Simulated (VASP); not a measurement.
Crystal: Pd.

```
Pd
1.0
     4.90084    0.00000    0.00000
     0.00000    4.90084    0.00000
     0.00000    0.00000    4.90084
Pd
8
Direct
  0.00000 0.00000 0.00000
  0.50000 0.50000 0.50000
  0.25000 0.00000 0.50000
  0.75000 0.00000 0.50000
  0.50000 0.25000 0.00000
  0.50000 0.75000 0.00000
  0.00000 0.50000 0.25000
  0.00000 0.50000 0.75000
```

- Program: VASP 6.6.1
- Task: relaxation of cell and atoms
- Functional: PBE
- Potentials or basis: VASP PAW PBE potentials, release 64 (Pd)
- Cutoff: 600 eV
- k mesh: 5 × 5 × 5
- Occupations: fermi-dirac, width 0.1 eV
- Spin: no spin polarisation

At the start: pressure 12.9 GPa; volume 14.71 Å³/atom.

Where does the relaxation end?

Over 4 steps the energy falls by 38.6 meV/atom and the volume is 15.75 Å³/atom (+7.1 %); space group Pm-3n (No. 223, to 0.05 Å).

The path:
| step | energy change (eV) | largest force (eV/Å) | pressure (GPa) | volume (Å³) |
| --- | --- | --- | --- | --- |
| 1 | 0.0000 | 0.0000 | 12.88 | 117.71 |
| 2 | 0.2212 | 0.0000 | -11.67 | 139.03 |
| 3 | -0.3090 | 0.0000 | -0.25 | 126.21 |
| 4 | -0.3092 | 0.0000 | -0.04 | 126.03 |

Final structure:
```
CELL_PARAMETERS angstrom
5.01371 0.00000 0.00000
0.00000 5.01371 0.00000
0.00000 0.00000 5.01371
ATOMIC_POSITIONS crystal
Pd 0.00000 0.00000 0.00000
Pd 0.50000 0.50000 0.50000
Pd 0.25000 0.00000 0.50000
Pd 0.75000 0.00000 0.50000
Pd 0.50000 0.25000 0.00000
Pd 0.50000 0.75000 0.00000
Pd 0.00000 0.50000 0.25000
Pd 0.00000 0.50000 0.75000
```
